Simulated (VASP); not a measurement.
Wanted: the native input for a VASP 6.6.1 run.

```yaml
Task: single point
Functional: LDA
Potentials_or_basis: VASP PAW LDA potentials, release 64 (Mo_sv)
Cutoff: 520 eV
k_mesh: 24 × 24 × 24
Occupations: fermi-dirac, width 0.08 eV
Spin: no spin polarisation
Dipole_correction: no
Further_INCAR_settings: ALGO = Normal; EDIFF = 1e-06; NBANDS = 13
```

The structure of Mo lies in POSCAR:

```
Mo
1.0
   -1.5489126385      1.5489126385      1.5489126385
    1.5489126385     -1.5489126385      1.5489126385
    1.5489126385      1.5489126385     -1.5489126385
Mo
1
Direct
    0.0000000000      0.0000000000      0.0000000000
```

One way to write it, as run:

INCAR

```
SYSTEM = Mo
ALGO = Normal
EDIFF = 1E-6
ENCUT = 520
GGA = CA
ISIF = 2
ISMEAR = -1
LASPH = .TRUE.
LCHARG = .FALSE.
LREAL = .FALSE.
LWAVE = .FALSE.
NBANDS = 13
NELM = 60
PREC = Accurate
SIGMA = 0.08
```

KPOINTS

```
k-points
0
G
  24 24 24
  0 0 0
```

Potentials or basis: VASP PAW LDA potentials, release 64 (Mo_sv).

Run with:

```console
$ cat potpaw_LDA.64/Mo_sv/POTCAR > POTCAR
$ mpirun -np 1 vasp_std > vasp.out
```

Results of the run:

```json
{
 "Pressure": "5.3 GPa",
 "Band gap on the k mesh": "zero (band 7 reaches 17.60 eV, above the bottom of band 8 at 11.82 eV)"
}
```

It took 39 s on 1 thread of Intel(R) Xeon(R) Platinum 8488C (Sapphire Rapids), with other jobs on the host, peak memory 0.18 GiB.
